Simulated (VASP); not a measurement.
# Zn2Si2N (P-6m2) in VASP: notebook

The runs below take Zn2Si2N through single point, relaxation of cell and atoms, with PBE.

Everything below comes from runs of VASP 6.6.1. Logs are shortened: lines on timing, memory, paths and dates and some standing lists are left out, and cuts for length are marked.

### Step 1. The cell of the first run

It takes space group P-6m2 (No. 187, hexagonal). Conventional cell: a = 4.095 Å, b = 4.095 Å, c = 5.498 Å, α = 90.00°, β = 90.00°, γ = 120.00°. Within 2.2 Å of Zn (site symmetry 3m) lie 1 Si at 1.67 Å and 1 Zn at 2.15 Å. Within 3.4 Å of Si (site symmetry -6m2) lie 6 Zn at 2.60 Å and 2 N at 2.75 Å. Si (site symmetry -6m2) has 2 Zn at 1.67 Å within 2.2 Å. Within 3.1 Å of N (site symmetry -6m2) lie 5 Si at 2.36 to 2.75 Å and 6 Zn at 2.90 Å.

The cell was generated, and may not be a known phase.

### Step 2. Single point, PBE, collinear spin, ferromagnetic start

INCAR

```
  PREC = Accurate
  ENCUT = 520
  EDIFF = 1E-7
  ISMEAR = 0
  SIGMA = 0.1
  LREAL = False
  LASPH = True
  NELM = 150
  ALGO = Normal
  ISIF = 2
  LWAVE = False
  LCHARG = True
  ISPIN = 2
  MAGMOM = 0 0 0 0 1
  LORBIT = 11
  GGA = PE
  LELF = True
  LVHAR = True
  NBANDS = 30
```

KPOINTS

```
regular mesh
0
Gamma
  6 6 4
```

POSCAR

```
Zn2Si2N
1.0
    4.0952851300      0.0000000000      0.0000000000
   -2.0476425700      3.5466209600      0.0000000000
    0.0000000000      0.0000000000      5.4977870500
Zn Si N
2 2 1
Direct
    0.6666666700      0.3333333300      0.3043193900
    0.6666666700      0.3333333300      0.6956806100
    0.3333333300      0.6666666700      0.5000000000
    0.6666666700      0.3333333300      0.0000000000
    0.3333333300      0.6666666700      0.0000000000
```

Potentials or basis: VASP PAW PBE potentials, release 64 (Zn, Si, N).

Started as:

```bash
cat potpaw_PBE.64/Zn/POTCAR potpaw_PBE.64/Si/POTCAR potpaw_PBE.64/N/POTCAR > POTCAR
mpirun -np 1 vasp_std > vasp.out
```

OUTCAR:

```text
PREC = Accurate
   ENCUT = 520
   EDIFF = 1E-7
   ISMEAR = 0
   LREAL = False
   LASPH = True
   NELM = 150
   ISIF = 2
   ISPIN = 2
   LORBIT = 11
   GGA = PE

 ion  position               nearest neighbor table
   1  0.667  0.333  0.304-   4 1.67   2 2.15   3 2.60   3 2.60   3 2.60
   2  0.667  0.333  0.696-   4 1.67   1 2.15   3 2.60   3 2.60   3 2.60
   3  0.333  0.667  0.500-   1 2.60   2 2.60   1 2.60   2 2.60   1 2.60   2 2.60
   4  0.667  0.333  0.000-   1 1.67   2 1.67   5 2.36   5 2.36   5 2.36
   5  0.333  0.667  0.000-   4 2.36   4 2.36   4 2.36

  LATTYP: Found a hexagonal cell.
 ALAT       =     4.0952851300
 C/A-ratio  =     1.3424674658

  Lattice vectors:

 A1 = (   4.0952851300,   0.0000000000,   0.0000000000)
 A2 = (  -2.0476425700,   3.5466209600,   0.0000000000)
 A3 = (   0.0000000000,   0.0000000000,   5.4977870500)

Analysis of symmetry for initial positions (statically):
=====================================================================
 Subroutine PRICEL returns:
 Original cell was already a primitive cell.

 Routine SETGRP: Setting up the symmetry group for a
 hexagonal supercell.

 Subroutine GETGRP returns: Found 12 space group operations
 (whereof 12 operations were pure point group operations)
 out of a pool of 24 trial point group operations.

The static configuration has the point symmetry D_3h.

Analysis of symmetry for dynamics (positions and initial velocities):
=====================================================================
 Subroutine PRICEL returns:
 Original cell was already a primitive cell.

 Routine SETGRP: Setting up the symmetry group for a
 hexagonal supercell.

 Subroutine GETGRP returns: Found 12 space group operations
 (whereof 12 operations were pure point group operations)
 out of a pool of 24 trial point group operations.

The dynamic configuration has the point symmetry D_3h.

Analysis of structural, dynamic, and magnetic symmetry:
=====================================================================
 Subroutine PRICEL returns:
 Original cell was already a primitive cell.

 Routine SETGRP: Setting up the symmetry group for a
 hexagonal supercell.

 Subroutine GETGRP returns: Found 12 space group operations
 (whereof 12 operations were pure point group operations)
 out of a pool of 24 trial point group operations.

The overall configuration has the point symmetry D_3h.

 Subroutine INISYM returns: Found 12 space group operations
 (whereof 12 operations are pure point group operations),
 and found     1 'primitive' translations

----------------------------------------------------------------------------------------

                                     Primitive cell

  volume of cell :      79.8522

  direct lattice vectors                    reciprocal lattice vectors
     4.095285130  0.000000000  0.000000000     0.244183242  0.140979261  0.000000000
    -2.047642570  3.546620960  0.000000000     0.000000000  0.281958521  0.000000000
     0.000000000  0.000000000  5.497787050     0.000000000  0.000000000  0.181891367

  length of vectors
     4.095285130  4.095285134  5.497787050     0.281958521  0.281958521  0.181891367

  position of ions in fractional coordinates (direct lattice)
     0.666666670  0.333333330  0.304319390
     0.666666670  0.333333330  0.695680610
     0.333333330  0.666666670  0.500000000
     0.666666670  0.333333330  0.000000000
     0.333333330  0.666666670  0.000000000

  ion indices of the primitive-cell ions
   primitive index   ion index
                 1           1
                 2           2
                 3           3
                 4           4
                 5           5

----------------------------------------------------------------------------------------

 KPOINTS: regular mesh

Automatic generation of k-mesh.
 Grid dimensions read from file:
 generate k-points for:    6    6    4

 Generating k-lattice:

  Cartesian coordinates                     Fractional coordinates (reciprocal lattice)
     0.040697207  0.023496543  0.000000000     0.166666667  0.000000000  0.000000000
     0.000000000  0.046993087  0.000000000     0.000000000  0.166666667  0.000000000
     0.000000000  0.000000000  0.045472842     0.000000000  0.000000000  0.250000000

  Length of vectors
     0.046993087  0.046993087  0.045472842

  Shift w.r.t. Gamma in fractional coordinates (k-lattice)
     0.000000000  0.000000000  0.000000000

 Subroutine IBZKPT returns following result:
 ===========================================

 Found     21 irreducible k-points:

 Following reciprocal coordinates:
            Coordinates               Weight
  0.000000  0.000000  0.000000      1.000000
  0.166667  0.000000  0.000000      6.000000
  0.333333 -0.000000  0.000000      6.000000
  0.500000 -0.000000  0.000000      3.000000
  0.166667  0.166667  0.000000      6.000000
  0.333333  0.166667  0.000000     12.000000
[... 13 lines left out ...]
  0.333333  0.166667  0.500000     12.000000
  0.333333  0.333333  0.500000      2.000000
   k-points           NKPTS =     21   k-points in BZ     NKDIM =     21   number of bands    NBANDS=     30
   number of dos      NEDOS =    301   number of ions     NIONS =      5
   total plane-waves  NPLWV =  37800
   dimension x,y,z NGX =    30 NGY =   30 NGZ =   42
   dimension x,y,z NGXF=    60 NGYF=   60 NGZF=   84
   ions per type =               2   2   1
   NGX,Y,Z   is equivalent  to a cutoff of  12.18, 12.18, 12.70 a.u.
   NGXF,Y,Z  is equivalent  to a cutoff of  24.36, 24.36, 25.40 a.u.
 SYSTEM =  unknown system
   PREC   = accura    normal or accurate (medium, high low for compatibility)
   ISTART =      0    job   : 0-new  1-cont  2-samecut
   ICHARG =      2    charge: 1-file 2-atom 10-const
   ISPIN  =      2    spin polarized calculation?
   LNONCOLLINEAR =      F non collinear calculations
   LSORBIT =      F    spin-orbit coupling
   LASPH  =      T    aspherical Exc in radial PAW
   ENCUT  =  520.0 eV  38.22 Ry    6.18 a.u.   7.61  7.61 10.22*2*pi/ulx,y,z
   NELM   =    150;   NELMIN=  2; NELMDL= -5     # of ELM steps
   EDIFF  = 0.1E-06   stopping-criterion for ELM
   LREAL  =      F    real-space projection
   EDIFFG = 0.1E-05   stopping-criterion for IOM
   NSW    =      0    number of steps for IOM
   IBRION =     -1    ionic relax: 0-MD 1-quasi-New 2-CG
   NFREE  =      0    steps in history (QN), initial steepest desc. (CG)
   ISIF   =      2    stress and relaxation
   ISYM   =      2    0-nonsym 1-usesym 2-fastsym
   POTIM  = 0.5000    time-step for ionic-motion
   TEBEG  =    0.0;   TEEND  =   0.0 temperature during run
   PSTRESS=    0.0 pullay stress
   NELECT =      37.0000    total number of electrons
   NUPDOWN=      -1.0000    fix difference up-down
   EMIN   =  10.00;   EMAX   =-10.00  energy-range for DOS
   EFERMI =   0.00;   METHOD = LEGACY
   ISMEAR =     0;   SIGMA  =   0.10  broadening in eV -4-tet -1-fermi 0-gaus
   EFERMI_NEDOS =   21; number of points for ismear=-14 and -15
   IALGO  =     38    algorithm
   IMIX   =      4    mixing-type and parameters
     AMIX     =   0.40;   BMIX     =  1.00
     AMIX_MAG =   1.60;   BMIX_MAG =  1.00
  volume/ion in A,a.u.               =      15.97       107.77
  Fermi-wavevector in a.u.,A,eV,Ry     =   1.266815  2.393933 21.834898  1.604820
  Thomas-Fermi vector in A             =   2.399996
   LORBIT       =     11    0 simple, 1 ext, 2 COOP (PROOUT), +10 PAW based schemes
   GGA     = PE    functional components
   LHFCALC =     F    Hartree Fock is set to
   AEXX    =    0.0000 exact exchange contribution
   IVDW    =     0    specifies the selected vdW correction
   LEPSILON=     F    determine dielectric tensor
   LRPA    =     F    only Hartree local field effects (RPA)
 spin polarized calculation
 Gauss-broadening in eV      SIGMA  =   0.10
  energy-cutoff  :      520.00
  volume of cell :       79.85
 maximum number of plane-waves:      2187
   NGX = 15   NGY = 15   NGZ = 21

 number of electron      37.0000042 magnetization      -0.0000673

 number of electron      37.0000042 magnetization       0.0000418

 Free energy of the ion-electron system (eV)
  ---------------------------------------------------
  ext. energy  EPLUGINS =         0.00000000
  ---------------------------------------------------
  free energy    TOTEN  =        -7.64958260 eV

  energy without entropy =       -7.64031649  energy(sigma->0) =       -7.64494955

 E-fermi :   4.1453     XC(G=0): -10.1736

 val. band max:        4.1341058496   @ k =   0.3333  -0.0000   0.0000
 cond. band min:       4.1556230172   @ k =   0.1667   0.0000   0.2500
 fundamental gap:      0.0215171676
 Fermi energy:         4.1453053630

 spin component 1

 k-point     1 :       0.0000    0.0000    0.0000
  band No.  band energies     occupation
      1     -10.0812      1.00000
      2      -6.8853      1.00000
      3      -5.5086      1.00000
      4      -5.5086      1.00000
      5      -5.1535      1.00000
      6      -5.0464      1.00000
[... 22 lines left out ...]
     29      13.7213      0.00000
     30      14.0508      0.00000

 k-point     2 :       0.1667    0.0000    0.0000
  band No.  band energies     occupation
      1      -9.9233      1.00000
      2      -6.9926      1.00000
      3      -5.6123      1.00000
      4      -5.5177      1.00000
      5      -5.1489      1.00000
      6      -4.7222      1.00000
[... 22 lines left out ...]
     29      13.4052      0.00000
     30      13.9761      0.00000

 k-point     3 :       0.3333   -0.0000    0.0000
  band No.  band energies     occupation
      1      -9.5382      1.00000
      2      -7.2783      1.00000
      3      -5.6770      1.00000
      4      -5.5358      1.00000
      5      -5.1398      1.00000
      6      -4.6987      1.00000
[... 560 lines left out ...]
      6      -4.8977      1.00000
[... 22 lines left out ...]
     29      13.6361      0.00000
     30      16.1042      0.00000

 k-point    21 :       0.3333    0.3333    0.5000
  band No.  band energies     occupation
      1      -9.0965      1.00000
      2      -6.5563      1.00000
      3      -6.5276      1.00000
      4      -5.6147      1.00000
      5      -5.4542      1.00000
      6      -4.9290      1.00000
[... 22 lines left out ...]
     29      12.5562      0.00000
     30      15.7064      0.00000
 Fermi energy:         4.1453053630

 spin component 2

 k-point     1 :       0.0000    0.0000    0.0000
  band No.  band energies     occupation
      1     -10.0812      1.00000
      2      -6.8853      1.00000
      3      -5.5086      1.00000
      4      -5.5086      1.00000
      5      -5.1535      1.00000
      6      -5.0464      1.00000
[... 22 lines left out ...]
     29      13.7214      0.00000
     30      14.0508      0.00000

 k-point     2 :       0.1667    0.0000    0.0000
  band No.  band energies     occupation
      1      -9.9233      1.00000
      2      -6.9926      1.00000
      3      -5.6123      1.00000
      4      -5.5177      1.00000
      5      -5.1489      1.00000
      6      -4.7222      1.00000
[... 22 lines left out ...]
     29      13.4052      0.00000
     30      13.9762      0.00000

 k-point     3 :       0.3333   -0.0000    0.0000
  band No.  band energies     occupation
      1      -9.5382      1.00000
      2      -7.2783      1.00000
      3      -5.6770      1.00000
      4      -5.5358      1.00000
      5      -5.1398      1.00000
      6      -4.6987      1.00000
[... 583 lines left out ...]
     29      13.6361      0.00000
     30      16.1076      0.00000

 k-point    21 :       0.3333    0.3333    0.5000
  band No.  band energies     occupation
      1      -9.0965      1.00000
      2      -6.5563      1.00000
      3      -6.5276      1.00000
      4      -5.6147      1.00000
      5      -5.4542      1.00000
      6      -4.9290      1.00000
[... 22 lines left out ...]
     29      12.5562      0.00000
     30      15.7064      0.00000

------------------------ aborting loop because EDIFF is reached ----------------------------------------

  FORCE on cell =-STRESS in cart. coord.  units (eV):
  Direction    XX          YY          ZZ          XY          YZ          ZX
  --------------------------------------------------------------------------------------
  -------------------------------------------------------------------------------------
  Total       -3.7461988     -3.7461988     75.2255926      0.0000000      0.0000000      0.0000000
  in kB      -75.1648106    -75.1648107   1509.3479359      0.0000001      0.0000000      0.0000000
  external PRESSURE =     453.0061049 kB  Pullay stress =       0.0000000 kB

 VOLUME and BASIS-vectors are now :
 -----------------------------------------------------------------------------
  energy-cutoff  :      520.00
  volume of cell :       79.85
      direct lattice vectors                 reciprocal lattice vectors
     4.095285130  0.000000000  0.000000000     0.244183242  0.140979261  0.000000000
    -2.047642570  3.546620960  0.000000000     0.000000000  0.281958521  0.000000000
     0.000000000  0.000000000  5.497787050     0.000000000  0.000000000  0.181891367

 POSITION                                       TOTAL-FORCE (eV/Angst)
 -----------------------------------------------------------------------------------
      2.04764      1.18221      1.67308         0.000000     -0.000000     18.126670
      2.04764      1.18221      3.82470         0.000000      0.000000    -18.126670
     -0.00000      2.36441      2.74889        -0.000000      0.000000      0.000000
      2.04764      1.18221      0.00000        -0.000000      0.000000      0.000000
     -0.00000      2.36441      0.00000        -0.000000      0.000000      0.000000
 -----------------------------------------------------------------------------------
    total drift:                               -0.000006      0.000003      0.000000

  FREE ENERGIE OF THE ION-ELECTRON SYSTEM (eV)
  ---------------------------------------------------
  free  energy   TOTEN  =        -7.6495826039 eV

  energy  without entropy=       -7.6403164878  energy(sigma->0) =       -7.64494955

 total charge

# of ion       s       p       d       tot
------------------------------------------
    1        0.892   0.814   9.772  11.478
    2        0.892   0.814   9.772  11.478
    3        0.838   0.717   0.000   1.555
    4        0.960   1.067   0.000   2.027
    5        1.349   2.065   0.000   3.414
--------------------------------------------------
tot          4.931   5.477  19.544  29.952

 magnetization (x)

# of ion       s       p       d       tot
------------------------------------------
    1       -0.000   0.000  -0.000   0.000
    2       -0.000   0.000  -0.000   0.000
    3        0.000   0.000   0.000   0.000
    4       -0.000  -0.000   0.000  -0.000
    5       -0.000  -0.000   0.000  -0.000
--------------------------------------------------
tot         -0.000   0.000  -0.000   0.000
```

It took 54 s on 1 thread of Intel Xeon 6975P-C (Granite Rapids), shared host; peak memory 0.26 GiB.

Results:

| Quantity | Value |
| --- | --- |
| Free energy | -7.6496 eV |
| Pressure | 45.3 GPa |
| Largest force | 18.127 eV/Å |
| Net moment | 0.00 μB per cell |
| Valence electrons inside the program's atomic spheres | Zn 11.48; Si 1.55, 2.03; N 3.41 |

Forces in eV/Å, atoms in the order of the input:
```
Zn    0.000   0.000  18.127
Zn    0.000   0.000 -18.127
Si    0.000   0.000   0.000
Si    0.000   0.000   0.000
N     0.000   0.000   0.000
```

Levels at points of the mesh, in eV from the Fermi level:
Spin up:
| k point | band 15 | band 16 | band 17 | band 18 | band 19 | band 20 | band 21 | band 22 |
| --- | --- | --- | --- | --- | --- | --- | --- | --- |
| (0.00, 0.00, 0.00) | -2.93 | -2.93 | 0.23 | 0.48 | 0.48 | 2.11 | 2.26 | 2.26 |
| (0.50, 0.00, 0.00) | -4.35 | -3.91 | -2.73 | -1.35 | -0.15 | 2.13 | 2.68 | 3.74 |
| (0.00, 0.00, 0.50) | -2.63 | -2.63 | -0.26 | 0.20 | 0.20 | 0.32 | 2.13 | 2.13 |
| (0.50, 0.00, 0.50) | -3.33 | -1.94 | -1.33 | -1.28 | -0.11 | 0.73 | 1.99 | 2.39 |
Spin down:
| k point | band 15 | band 16 | band 17 | band 18 | band 19 | band 20 | band 21 | band 22 |
| --- | --- | --- | --- | --- | --- | --- | --- | --- |
| (0.00, 0.00, 0.00) | -2.93 | -2.93 | 0.23 | 0.48 | 0.48 | 2.11 | 2.26 | 2.26 |
| (0.50, 0.00, 0.00) | -4.35 | -3.91 | -2.73 | -1.35 | -0.15 | 2.13 | 2.68 | 3.74 |
| (0.00, 0.00, 0.50) | -2.63 | -2.63 | -0.26 | 0.20 | 0.20 | 0.32 | 2.13 | 2.13 |
| (0.50, 0.00, 0.50) | -3.33 | -1.94 | -1.33 | -1.28 | -0.11 | 0.73 | 1.99 | 2.39 |

Caveat: the stress differs along the axes, from -8 to 151 GPa; forces of over 1 eV/Å act on the atoms, so gaps and moduli don't describe the material at rest.

### Step 3. Relaxation of cell and atoms, PBE

This run uses another cell than the first one, of 15.42 Å³/atom.

INCAR

```
SYSTEM = Zn2Si2N
  PREC = Accurate
  ENCUT = 600
  EDIFF = 1E-7
  ISMEAR = 0
  SIGMA = 0.1
  LREAL = .False.
  LASPH = .True.
  NELM = 80
  ALGO = Normal
  ISIF = 3
  LWAVE = .False.
  LCHARG = .False.
  GGA = PE
  IBRION = 2
  NSW = 100
  EDIFFG = -0.01
```

KPOINTS

```
regular mesh
0
Gamma
  12 12 4
  0 0 0
```

POSCAR

```
Zn2Si2N
1.0
    2.9433988384      0.0000000000      0.0000000000
   -1.4716994192      2.5490581675      0.0000000000
    0.0000000000      0.0000000000     10.2760486706
Zn Si N
2 2 1
Direct
    0.6666666667      0.3333333333      0.2673254432
    0.6666666667      0.3333333333      0.7326745568
    0.3333333333      0.6666666667      0.5000000000
    0.6666666667      0.3333333333      0.0000000000
    0.3333333333      0.6666666667      0.0000000000
```

Potentials or basis: VASP PAW PBE potentials, release 64 (Zn, Si, N).

Started as:

```bash
cat potpaw_PBE.64/Zn/POTCAR potpaw_PBE.64/Si/POTCAR potpaw_PBE.64/N/POTCAR > POTCAR
mpirun -np 1 vasp_std > vasp.out
```

It took 6.7 min on 1 thread of Intel Xeon 6975P-C (Granite Rapids), shared host; peak memory 0.29 GiB.

It converged, with:

| Quantity | Value |
| --- | --- |
| Free energy | -20.4818 eV |
| Relaxed volume | 15.03 Å³/atom |
| Relaxed cell | a = 2.990 Å, b = 2.990 Å, c = 9.700 Å, α = 90.00°, β = 90.00°, γ = 120.00° |
| Space group after relaxing (to 0.1 Å) | P-6m2 (No. 187) |
| Energy gained by relaxing | 15.3 meV/atom |
| Ionic steps | 11 |
| Pressure after relaxing | 0.0 GPa |
| Largest force after relaxing | 0.009 eV/Å |
| Band gap on the k mesh | zero (an odd number of electrons rules out a gap without spin polarisation) |

Forces in eV/Å, atoms in the order of the input:
```
Zn   0.000  0.000 -0.009
Zn   0.000  0.000  0.009
Si   0.000  0.000  0.000
Si   0.000  0.000  0.000
N    0.000  0.000  0.000
```

Stress tensor (GPa, compression positive):
```
-0.10  0.00  0.00
 0.00 -0.10  0.00
 0.00  0.00  0.07
```

The path:
```tsv
step	energy change (eV)	largest force (eV/Å)	pressure (GPa)	volume (Å³)
1	0.0000	0.2717	-0.53	77.10
2	-0.0196	0.2563	-0.30	76.53
3	-0.0543	0.2853	0.63	75.03
4	-0.0092	0.2328	3.60	71.89
5	-0.0619	0.2378	1.39	74.07
6	-0.0703	0.1091	-0.67	75.40
7	-0.0709	0.1321	-0.24	75.10
8	-0.0755	0.0523	-0.03	75.02
9	-0.0766	0.0069	0.15	74.96
10	-0.0766	0.0096	-0.11	75.19
11	-0.0767	0.0088	-0.05	75.13
```

Final structure:
```cif
data_structure
_symmetry_space_group_name_H-M 'P 1'
_symmetry_Int_Tables_number 1
_cell_length_a 2.9905
_cell_length_b 2.9905
_cell_length_c 9.7002
_cell_angle_alpha 90.000
_cell_angle_beta 90.000
_cell_angle_gamma 120.000
_cell_volume 75.13
loop_
_atom_site_label
_atom_site_type_symbol
_atom_site_fract_x
_atom_site_fract_y
_atom_site_fract_z
_atom_site_occupancy
Zn1 Zn 0.66667 0.33333 0.27859 1
Zn2 Zn 0.66667 0.33333 0.72141 1
Si1 Si 0.33333 0.66667 0.50000 1
Si2 Si 0.66667 0.33333 0.00000 1
N1 N 0.33333 0.66667 0.00000 1
```

Levels at points of the mesh, in eV from the Fermi level:
```
           k point  band 17  band 18  band 19  band 20  band 21  band 22
(0.00, 0.00, 0.00)    -5.04    -0.07     0.31     4.97     5.60     5.60
(0.50, 0.00, 0.00)    -2.25    -2.01    -0.58     0.46     0.81     2.23
(0.00, 0.00, 0.50)    -2.90    -2.74     2.14     3.58     5.60     5.60
(0.50, 0.00, 0.50)    -2.41    -1.61    -1.38     0.37     1.34     3.51
```

The gap in the log of VASP goes by the Fermi energy; the results here count the filled bands.